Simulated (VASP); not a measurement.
Write the native input for VASP 6.6.1 that does the following.

```yaml
Task: single point
Functional: PBE
Potentials_or_basis: VASP PAW PBE potentials, release 64 (Ru_pv, Al)
Cutoff: 520 eV
k_mesh: 9 × 9 × 9
Occupations: gaussian, width 0.02 eV
Spin: no spin polarisation
Dipole_correction: no
Further_INCAR_settings: ALGO = Normal; EDIFF = 1e-06; NBANDS = 16
```

The structure of AlRu lies in POSCAR:

```
AlRu
1.0
    2.9916000000      0.0000000000      0.0000000000
    0.0000000000      2.9916000000      0.0000000000
    0.0000000000      0.0000000000      2.9916000000
Ru Al
1 1
Direct
    0.5000000000      0.5000000000      0.5000000000
    0.0000000000      0.0000000000      0.0000000000
```

One way to write it, as run:

INCAR

```
  ALGO = Normal
  EDIFF = 1E-6
  ENCUT = 520
  GGA = PE
  ISIF = 2
  ISMEAR = 0
  LASPH = True
  LCHARG = False
  LREAL = False
  LWAVE = False
  NBANDS = 16
  NELM = 60
  PREC = Accurate
  SIGMA = 0.02
```

KPOINTS

```
k-points
0
Gamma
  9 9 9
```

Potentials or basis: VASP PAW PBE potentials, release 64 (Ru_pv, Al).

Launch:

```console
$ cat potpaw_PBE.64/Ru_pv/POTCAR potpaw_PBE.64/Al/POTCAR > POTCAR
$ mpirun -np 1 vasp_std > vasp.out
```

Results of the run:

```yaml
Pressure: 2.5 GPa
```

Wall time 12 s on 1 thread of Intel(R) Xeon(R) Platinum 8259CL CPU @ 2.50GHz (Skylake/Cascade Lake), with other jobs on the host, peak memory 0.14 GiB.
